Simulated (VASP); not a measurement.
# Ni (P6_3/mmc) in VASP: a series of runs, part 2 of 2

VASP 6.6.1.

## 3. Electric field gradients, PBE, collinear spin, ferromagnetic start

This run uses another cell than the first one, of 10.93 Å³/atom.

INCAR

```
PREC     = Accurate       # precision mode
ENCUT    = 520            # plane-wave cutoff, eV
EDIFF    = 1E-8           # SCF threshold, eV
ISMEAR   = -1             # smearing method
SIGMA    = 0.05           # smearing width, eV
LREAL    = F              # projectors in reciprocal space
LASPH    = T              # aspherical terms in the spheres
NELM     = 150            # most SCF steps
ALGO     = Normal         # electronic algorithm
ISIF     = 2              # what is computed and relaxed
LWAVE    = F              # write WAVECAR
LCHARG   = F              # write CHGCAR
ISPIN    = 2              # spin polarisation
MAGMOM   = 1.5 1.5        # initial moments
LORBIT   = 11             # projections on sites
LMAXMIX  = 4              # l up to which the mixer works
GGA      = PE             # functional
LEFG     = T            
NBANDS   = 21             # bands
```

KPOINTS

```
regular mesh
0
Gamma
  15 15 8
```

POSCAR

```
Ni
1.0
    2.4852366228      0.0000000000      0.0000000000
   -1.2426183114      2.1522780497      0.0000000000
    0.0000000000      0.0000000000      4.0851592179
Ni
2
Direct
    0.3333333333      0.6666666667      0.2500000000
    0.6666666667      0.3333333333      0.7500000000
```

Potentials or basis: VASP PAW PBE potentials, release 64 (Ni).

Run with:

```bash
cat potpaw_PBE.64/Ni/POTCAR > POTCAR
mpirun -np 1 vasp_std > vasp.out
```

OUTCAR:

```text
PREC = Accurate
   ENCUT = 520
   EDIFF = 1E-8
   ISMEAR = -1
   LREAL = F
   LASPH = T
   NELM = 150
   ISIF = 2
   ISPIN = 2
   LORBIT = 11
   GGA = PE

 ion  position               nearest neighbor table
   1  0.333  0.667  0.250-   2 2.50   2 2.50   2 2.50   2 2.50   2 2.50   2 2.50
   2  0.667  0.333  0.750-   1 2.50   1 2.50   1 2.50   1 2.50   1 2.50   1 2.50

  LATTYP: Found a hexagonal cell.
 ALAT       =     2.4852366228
 C/A-ratio  =     1.6437707301

  Lattice vectors:

 A1 = (   2.4852366228,   0.0000000000,   0.0000000000)
 A2 = (  -1.2426183114,   2.1522780497,   0.0000000000)
 A3 = (   0.0000000000,   0.0000000000,   4.0851592179)

Analysis of symmetry for initial positions (statically):
=====================================================================
 Subroutine PRICEL returns:
 Original cell was already a primitive cell.

 Routine SETGRP: Setting up the symmetry group for a
 hexagonal supercell.

 Subroutine GETGRP returns: Found 24 space group operations
 (whereof 12 operations were pure point group operations)
 out of a pool of 24 trial point group operations.

The static configuration has the point symmetry D_3d.
 The point group associated with its full space group is D_6h.

Analysis of symmetry for dynamics (positions and initial velocities):
=====================================================================
 Subroutine PRICEL returns:
[... 1342 lines left out ...]
  Direction    XX          YY          ZZ          XY          YZ          ZX
  --------------------------------------------------------------------------------------
  -------------------------------------------------------------------------------------
  Total        0.0054998      0.0054998     -0.0127651     -0.0000000     -0.0000000      0.0000000
  in kB        0.4032571      0.4032571     -0.9359647     -0.0000000     -0.0000000      0.0000000
  external PRESSURE =      -0.0431502 kB  Pullay stress =       0.0000000 kB

 VOLUME and BASIS-vectors are now :
 -----------------------------------------------------------------------------
  energy-cutoff  :      520.00
  volume of cell :       21.85
      direct lattice vectors                 reciprocal lattice vectors
     2.485236623  0.000000000  0.000000000     0.402376172  0.232311992  0.000000000
    -1.242618311  2.152278050  0.000000000     0.000000000  0.464623983  0.000000000
     0.000000000  0.000000000  4.085159218     0.000000000  0.000000000  0.244788501

 POSITION                                       TOTAL-FORCE (eV/Angst)
 -----------------------------------------------------------------------------------
     -0.00000      1.43485      1.02129        -0.000000     -0.000000      0.000000
      1.24262      0.71743      3.06387         0.000000      0.000000     -0.000000
 -----------------------------------------------------------------------------------
    total drift:                               -0.000000      0.000000     -0.000000

  FREE ENERGIE OF THE ION-ELECTRON SYSTEM (eV)
  ---------------------------------------------------
  free  energy   TOTEN  =       -10.9096733109 eV

  energy  without entropy=      -10.8754179491  energy(sigma->0) =      -10.89254563

 Electric field gradients (V/A^2)
---------------------------------------------------------------------
 ion       V_xx      V_yy      V_zz      V_xy      V_xz      V_yz
---------------------------------------------------------------------
   1       1.460     1.457    -2.917    -0.002     0.000     0.000
   2       1.460     1.457    -2.917    -0.002     0.000     0.000
---------------------------------------------------------------------

 Electric field gradients after diagonalization (V/A^2)
 (convention: |V_zz| > |V_xx| > |V_yy|)
----------------------------------------------------------------------
 ion       V_xx      V_yy      V_zz     asymmetry (V_yy - V_xx)/ V_zz
----------------------------------------------------------------------
   1       1.461     1.456    -2.917       0.002
   2       1.461     1.456    -2.917       0.002
----------------------------------------------------------------------

           NMR quadrupolar parameters

 Cq : quadrupolar parameter    Cq=e*Q*V_zz/h
 eta: asymmetry parameters     (V_yy - V_xx)/ V_zz
 Q  : nuclear electric quadrupole moment in mb (millibarn)
----------------------------------------------------------------------
 ion       Cq(MHz)       eta       Q (mb)
----------------------------------------------------------------------
   1      -0.007       0.002       1.000
   2      -0.007       0.002       1.000
----------------------------------------------------------------------

 total charge

# of ion       s       p       d       tot
------------------------------------------
    1        0.495   0.493   8.314   9.303
    2        0.495   0.493   8.314   9.303
--------------------------------------------------
tot          0.991   0.987  16.629  18.606

 magnetization (x)

# of ion       s       p       d       tot
------------------------------------------
    1       -0.004  -0.024   0.688   0.659
    2       -0.004  -0.024   0.688   0.659
--------------------------------------------------
tot         -0.009  -0.049   1.375   1.318
```

OSZICAR:

```text
N       E                     dE             d eps       ncg     rms          rms(c)
DAV:   1     0.971248901857E+02    0.97125E+02   -0.88312E+03 12092   0.135E+03
DAV:   2    -0.720802162383E+01   -0.10433E+03   -0.96135E+02 11515   0.234E+02
DAV:   3    -0.127978192667E+02   -0.55898E+01   -0.53843E+01 12928   0.624E+01
DAV:   4    -0.128641950138E+02   -0.66376E-01   -0.66330E-01 12975   0.639E+00
DAV:   5    -0.128659267688E+02   -0.17318E-02   -0.17317E-02 13001   0.103E+00    0.145E+01
DAV:   6    -0.116093893962E+02    0.12565E+01   -0.73644E+00 13364   0.587E+01    0.906E+00
DAV:   7    -0.109395523260E+02    0.66984E+00   -0.16555E+00 13075   0.241E+01    0.256E+00
DAV:   8    -0.109161048122E+02    0.23448E-01   -0.11501E-02 15254   0.107E+00    0.140E+00
DAV:   9    -0.109115689969E+02    0.45358E-02   -0.56481E-04 17008   0.259E-01    0.516E-01
DAV:  10    -0.109096361143E+02    0.19329E-02   -0.29855E-04 17869   0.407E-01    0.114E-01
DAV:  11    -0.109096898791E+02   -0.53765E-04   -0.63740E-05 14112   0.106E-01    0.362E-02
DAV:  12    -0.109096735182E+02    0.16361E-04   -0.44225E-06 18586   0.353E-02    0.218E-02
DAV:  13    -0.109096743362E+02   -0.81799E-06   -0.14394E-06 12835   0.125E-02    0.811E-03
DAV:  14    -0.109096735296E+02    0.80661E-06   -0.11137E-07 15743   0.395E-03    0.196E-03
DAV:  15    -0.109096732759E+02    0.25372E-06   -0.77438E-09  7962   0.161E-03    0.635E-04
DAV:  16    -0.109096733175E+02   -0.41660E-07   -0.22647E-09  6500   0.597E-04    0.211E-04
DAV:  17    -0.109096733109E+02    0.66443E-08   -0.79391E-10  6335   0.287E-04
   1 F= -.10909673E+02 E0= -.10892546E+02  d E =-.342554E-01  mag=     1.2939
```

stdout:

```text
POSCAR found type information on POSCAR Ni
 POSCAR found :  1 types and       2 ions
 scaLAPACK will be used
 LDA part: xc-table for (Slater+PW92), standard interpolation
 POSCAR, INCAR and KPOINTS ok, starting setup
 FFT: planning ... GRIDC
 FFT: planning ... GRID_SOFT
 FFT: planning ... GRID
 WAVECAR not read
 entering main loop
ion   1

ion   2
```

It took 2.6 min on 1 thread of Intel Xeon 8259CL, shared host; peak memory 0.2 GiB.

Results:

- Free energy: -10.9097 eV
- Pressure: 0.0 GPa
- Net moment: 1.29 μB per cell
- Site moments: Ni +0.66 μB
- Largest electric field gradient by atom: Ni -2.9 V/Å²
- Valence electrons inside the program's atomic spheres: Ni 9.30

Levels at points of the mesh, in eV from the Fermi level:
Spin up:
```csv
k point,band 8,band 9,band 10,band 11,band 12,band 13,band 14,band 15
"(0.00, 0.00, 0.00)",-1.67,-1.67,-0.74,-0.74,-0.38,5.52,22.60,24.43
"(0.00, 0.00, 0.50)",-2.38,-1.03,-1.03,-1.03,-1.03,14.19,14.19,23.32
```
Spin down:
```csv
k point,band 7,band 8,band 9,band 10,band 11,band 12
"(0.00, 0.00, 0.00)",-1.37,-0.97,-0.97,-0.43,-0.01,-0.01
"(0.00, 0.00, 0.50)",-1.70,-1.70,-0.29,-0.29,-0.29,-0.29
```

Electric field gradients, principal values (V/Å²):
| atom | least | middle | greatest (by size) |
| --- | --- | --- | --- |
| 1 Ni | 1.456 | 1.461 | -2.917 |
| 2 Ni | 1.456 | 1.461 | -2.917 |

Caveat: without QUAD_EFG the Cq values of the log hold for a quadrupole moment of 1 mb, not for the nuclei.

## 4. Electric field gradients, PBE, collinear spin, ferromagnetic start (11.20 Å³/atom)

This run uses another cell than the first one, of 11.20 Å³/atom.

INCAR

```
SYSTEM = Ni
  ALGO = Normal
  EDIFF = 1E-8
  ENCUT = 520
  GGA = PE
  ISIF = 2
  ISMEAR = -1
  ISPIN = 2
  LASPH = .TRUE.
  LCHARG = .FALSE.
  LEFG = .TRUE.
  LMAXMIX = 4
  LORBIT = 11
  LREAL = .FALSE.
  LWAVE = .FALSE.
  MAGMOM = 1.5 1.5
  NBANDS = 21
  NELM = 150
  PREC = Accurate
  SIGMA = 0.05
```

KPOINTS

```
k-points
0
G
  15 15 8
  0 0 0
```

POSCAR

```
Ni
1.0
    2.5057766999      0.0000000000      0.0000000000
   -1.2528883499      2.1700662783      0.0000000000
    0.0000000000      0.0000000000      4.1189223954
Ni
2
Direct
    0.3333333333      0.6666666667      0.2500000000
    0.6666666667      0.3333333333      0.7500000000
```

Potentials or basis: VASP PAW PBE potentials, release 64 (Ni).

Run with:

```bash
cat potpaw_PBE.64/Ni/POTCAR > POTCAR
mpirun -np 1 vasp_std > vasp.out
```

OUTCAR:

```text
SYSTEM = Ni
   EDIFF = 1E-8
   ENCUT = 520
   GGA = PE
   ISIF = 2
   ISMEAR = -1
   ISPIN = 2
   LASPH = .TRUE.
   LORBIT = 11
   LREAL = .FALSE.
   NELM = 150
   PREC = Accurate

 ion  position               nearest neighbor table
   1  0.333  0.667  0.250-   2 2.52   2 2.52   2 2.52   2 2.52   2 2.52   2 2.52
   2  0.667  0.333  0.750-   1 2.52   1 2.52   1 2.52   1 2.52   1 2.52   1 2.52

  LATTYP: Found a hexagonal cell.
 ALAT       =     2.5057766999
 C/A-ratio  =     1.6437707301

  Lattice vectors:

 A1 = (   2.5057766999,   0.0000000000,   0.0000000000)
 A2 = (  -1.2528883499,   2.1700662783,   0.0000000000)
 A3 = (   0.0000000000,   0.0000000000,   4.1189223954)

Analysis of symmetry for initial positions (statically):
=====================================================================
 Subroutine PRICEL returns:
 Original cell was already a primitive cell.

 Routine SETGRP: Setting up the symmetry group for a
 hexagonal supercell.

 Subroutine GETGRP returns: Found 24 space group operations
 (whereof 12 operations were pure point group operations)
 out of a pool of 24 trial point group operations.

The static configuration has the point symmetry D_3d.
 The point group associated with its full space group is D_6h.

Analysis of symmetry for dynamics (positions and initial velocities):
=====================================================================
 Subroutine PRICEL returns:
 Original cell was already a primitive cell.

 Routine SETGRP: Setting up the symmetry group for a
 hexagonal supercell.

 Subroutine GETGRP returns: Found 24 space group operations
 (whereof 12 operations were pure point group operations)
 out of a pool of 24 trial point group operations.

The dynamic configuration has the point symmetry D_3d.
 The point group associated with its full space group is D_6h.

Analysis of structural, dynamic, and magnetic symmetry:
[... 1333 lines left out ...]
  Total       -0.6296937     -0.6296937     -0.6403094     -0.0000000     -0.0000000      0.0000000
  in kB      -45.0444141    -45.0444141    -45.8038004     -0.0000000     -0.0000000      0.0000000
  external PRESSURE =     -45.2975428 kB  Pullay stress =       0.0000000 kB

 VOLUME and BASIS-vectors are now :
 -----------------------------------------------------------------------------
  energy-cutoff  :      520.00
  volume of cell :       22.40
      direct lattice vectors                 reciprocal lattice vectors
     2.505776700  0.000000000  0.000000000     0.399077859  0.230407709  0.000000000
    -1.252888350  2.170066278  0.000000000     0.000000000  0.460815418  0.000000000
     0.000000000  0.000000000  4.118922395     0.000000000  0.000000000  0.242781947

 POSITION                                       TOTAL-FORCE (eV/Angst)
 -----------------------------------------------------------------------------------
     -0.00000      1.44671      1.02973         0.000000      0.000000      0.000000
      1.25289      0.72336      3.08919        -0.000000      0.000000      0.000000
 -----------------------------------------------------------------------------------
    total drift:                               -0.000000      0.000000     -0.000000

  FREE ENERGIE OF THE ION-ELECTRON SYSTEM (eV)
  ---------------------------------------------------
  free  energy   TOTEN  =       -10.9017314842 eV

  energy  without entropy=      -10.8665625242  energy(sigma->0) =      -10.88414700

 Electric field gradients (V/A^2)
---------------------------------------------------------------------
 ion       V_xx      V_yy      V_zz      V_xy      V_xz      V_yz
---------------------------------------------------------------------
   1       1.475     1.476    -2.952     0.001     0.000    -0.000
   2       1.475     1.476    -2.952     0.001    -0.000     0.000
---------------------------------------------------------------------

 Electric field gradients after diagonalization (V/A^2)
 (convention: |V_zz| > |V_xx| > |V_yy|)
----------------------------------------------------------------------
 ion       V_xx      V_yy      V_zz     asymmetry (V_yy - V_xx)/ V_zz
----------------------------------------------------------------------
   1       1.477     1.475    -2.952       0.001
   2       1.477     1.475    -2.952       0.001
----------------------------------------------------------------------

           NMR quadrupolar parameters

 Cq : quadrupolar parameter    Cq=e*Q*V_zz/h
 eta: asymmetry parameters     (V_yy - V_xx)/ V_zz
 Q  : nuclear electric quadrupole moment in mb (millibarn)
----------------------------------------------------------------------
 ion       Cq(MHz)       eta       Q (mb)
----------------------------------------------------------------------
   1      -0.007       0.001       1.000
   2      -0.007       0.001       1.000
----------------------------------------------------------------------

 total charge

# of ion       s       p       d       tot
------------------------------------------
    1        0.485   0.472   8.304   9.261
    2        0.485   0.472   8.304   9.261
--------------------------------------------------
tot          0.970   0.944  16.608  18.521

 magnetization (x)

# of ion       s       p       d       tot
------------------------------------------
    1       -0.005  -0.024   0.693   0.664
    2       -0.005  -0.024   0.693   0.664
--------------------------------------------------
tot         -0.009  -0.048   1.386   1.328
```

OSZICAR:

```text
N       E                     dE             d eps       ncg     rms          rms(c)
DAV:   1     0.970554307277E+02    0.97055E+02   -0.88882E+03 12028   0.134E+03
DAV:   2    -0.717816264696E+01   -0.10423E+03   -0.95984E+02 11545   0.232E+02
DAV:   3    -0.127959834909E+02   -0.56178E+01   -0.54134E+01 12963   0.620E+01
DAV:   4    -0.128620518946E+02   -0.66068E-01   -0.66021E-01 13103   0.637E+00
DAV:   5    -0.128638170793E+02   -0.17652E-02   -0.17651E-02 13085   0.103E+00    0.142E+01
DAV:   6    -0.116599074376E+02    0.12039E+01   -0.76759E+00 13294   0.595E+01    0.941E+00
DAV:   7    -0.109289256611E+02    0.73098E+00   -0.17746E+00 13045   0.247E+01    0.245E+00
DAV:   8    -0.109081683776E+02    0.20757E-01   -0.11957E-02 14692   0.990E-01    0.137E+00
DAV:   9    -0.109037037970E+02    0.44646E-02   -0.56233E-04 16994   0.257E-01    0.509E-01
DAV:  10    -0.109016885564E+02    0.20152E-02   -0.33701E-04 17401   0.428E-01    0.121E-01
DAV:  11    -0.109017487513E+02   -0.60195E-04   -0.73952E-05 14102   0.115E-01    0.349E-02
DAV:  12    -0.109017317585E+02    0.16993E-04   -0.50105E-06 18487   0.375E-02    0.230E-02
DAV:  13    -0.109017324795E+02   -0.72101E-06   -0.14923E-06 12752   0.131E-02    0.833E-03
DAV:  14    -0.109017317109E+02    0.76861E-06   -0.11780E-07 15898   0.395E-03    0.197E-03
DAV:  15    -0.109017314513E+02    0.25958E-06   -0.86865E-09  8167   0.172E-03    0.588E-04
DAV:  16    -0.109017314893E+02   -0.38009E-07   -0.24217E-09  6540   0.640E-04    0.193E-04
DAV:  17    -0.109017314842E+02    0.51468E-08   -0.81339E-10  6405   0.291E-04
   1 F= -.10901731E+02 E0= -.10884147E+02  d E =-.351690E-01  mag=     1.2998
```

stdout:

```text
POSCAR found type information on POSCAR Ni
 POSCAR found :  1 types and       2 ions
 scaLAPACK will be used
 LDA part: xc-table for (Slater+PW92), standard interpolation
 POSCAR, INCAR and KPOINTS ok, starting setup
 FFT: planning ... GRIDC
 FFT: planning ... GRID_SOFT
 FFT: planning ... GRID
 WAVECAR not read
 entering main loop
ion   1

ion   2
```

Wall time 2.7 min (1 thread of Intel Xeon 8259CL, shared host); peak memory 0.21 GiB.

What came out:

- Free energy: -10.9017 eV
- Pressure: -4.5 GPa
- Net moment: 1.30 μB per cell
- Site moments: Ni +0.66 μB
- Largest electric field gradient by atom: Ni -3.0 V/Å²
- Valence electrons inside the program's atomic spheres: Ni 9.26

Stress tensor (GPa, compression positive):
```
-4.50  0.00  0.00
 0.00 -4.50  0.00
 0.00  0.00 -4.58
```

Electric field gradients, principal values (V/Å²):
```
atom  least  middle  greatest (by size)
1 Ni  1.475   1.477              -2.952
2 Ni  1.475   1.477              -2.952
```

Caveat: the cell stands under tension; without QUAD_EFG the Cq values of the log hold for a quadrupole moment of 1 mb, not for the nuclei.

## 5. The runs side by side

```csv
cell,gap on the mesh (eV),pressure (GPa),moment (μB)
"a = 2.464, b = 2.464, c = 4.051 Å, angles 90.0, 90.0, 120.0°, 2 atoms",none,5.2,1.29
"a = 2.485, b = 2.485, c = 4.085 Å, angles 90.0, 90.0, 120.0°, 2 atoms",none,0.0,1.29
"a = 2.506, b = 2.506, c = 4.119 Å, angles 90.0, 90.0, 120.0°, 2 atoms",none,-4.5,1.30
```

Alike in all rows: task electric field gradients; level PBE; potentials or basis VASP PAW PBE potentials, release 64 (Ni); spin collinear, ferromagnetic start; k mesh 15 × 15 × 8; cutoff (eV) 520; smearing fermi-dirac 0.05 eV.

Caveats: the cell stands under pressure (at least some runs); the cell stands under tension (at least some runs).

Absolute energies hang on the potentials; compare differences alone.
